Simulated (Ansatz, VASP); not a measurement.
**Sn: VASP beside Ansatz**

INCAR

```
SYSTEM = Sn
ALGO = Normal
EDIFF = 1E-7
EDIFFG = -0.01
ENCUT = 500
GGA_COMPAT = .False.
IBRION = 2
ISIF = 3
ISMEAR = -1
LASPH = .True.
LCHARG = .False.
LREAL = .False.
LWAVE = .False.
NELM = 120
NELMIN = 4
NSW = 80
PREC = Accurate
SIGMA = 0.15
```

KPOINTS

```
k-points
0
Gamma
  17 17 17
  0 0 0
```

The input POSCAR:

```
Sn
1.0
   -1.7265400000      1.7755500000      2.3383400000
    1.7265400000     -1.7755500000      2.3383400000
    1.7265400000      1.7755500000     -2.3383400000
Sn
1
Direct
    0.0000000000      0.0000000000      0.0000000000
```

Input for Ansatz:

```yaml
crystal:
  lattice:
    - [-1.72654, 1.77555, 2.33834]
    - [1.72654, -1.77555, 2.33834]
    - [1.72654, 1.77555, -2.33834]
  atoms:
    - { symbol: Sn, position: [0.0, 0.0, 0.0] }
basis:
  ecutwfc: 476.19925930478996
kpoints:
  mp_grid:
    grid: [17, 17, 17]
hamiltonian:
  xc: lda
scf:
  occupations:
    method: fermi_dirac
    width: 0.15
relax:
  cell: {}
```

Alike in both runs: task relaxation of cell and atoms; functional LDA; k mesh 17 × 17 × 17; occupations fermi-dirac, width 0.15 eV; no spin polarisation.

|  | VASP | Ansatz |
| --- | --- | --- |
| version | VASP 6.6.1 | Ansatz 0.2.0 |
| potentials or method | VASP PAW LDA potentials, release 64 (Sn_d), cutoff 500 eV | plane waves, PAW |
| valence electrons in the cell | 14 | 14 |

```csv
,VASP,Ansatz,Ansatz less VASP
relaxed volume (Å³/atom),25.87,25.85,-0.028
relaxed length of the cell vector where the two differ most in proportion (Å),3.317,3.319,+0.0017
```

LDA's correlation is that of Perdew and Zunger in VASP and of Perdew and Wang (1992) in Ansatz.
